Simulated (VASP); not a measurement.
Runs of VASP 6.6.1 on Tl. The structure is that of space group Im-3m (No. 229), or close to it. The cells are those of the table. 

| task | cell | k mesh for the DOS | occupations for the DOS | gap on the mesh (eV) | pressure (GPa) |
| --- | --- | --- | --- | --- | --- |
| single point | a = 3.446 Å, angles 109.5°, 1 atom | - | - | none | (a) |
| single point | a = 3.327 Å, angles 109.5°, 1 atom | - | - | none | 3.6 |
| single point | a = 2.906 Å, angles 109.5°, 1 atom | - | - | none | 53.8 |
| single point | a = 2.735 Å, angles 109.5°, 1 atom | - | - | none | 121.5 |

Alike in all rows: level PBE; potentials or basis VASP PAW PBE potentials, release 64 (Tl_d); no spin polarisation; k mesh 15 × 15 × 15; cutoff (eV) 520; smearing fermi-dirac 0.08 eV.

Question: Fill in the values left out.

Answer: (a) -0.1.

Caveats: spin-orbit coupling is left out, which moves the levels of the heavy elements.

A k mesh can miss the band edges, and the runs leave out spin-orbit coupling on Tl.

A gap of «none» marks levels without a gap at the run's occupations.
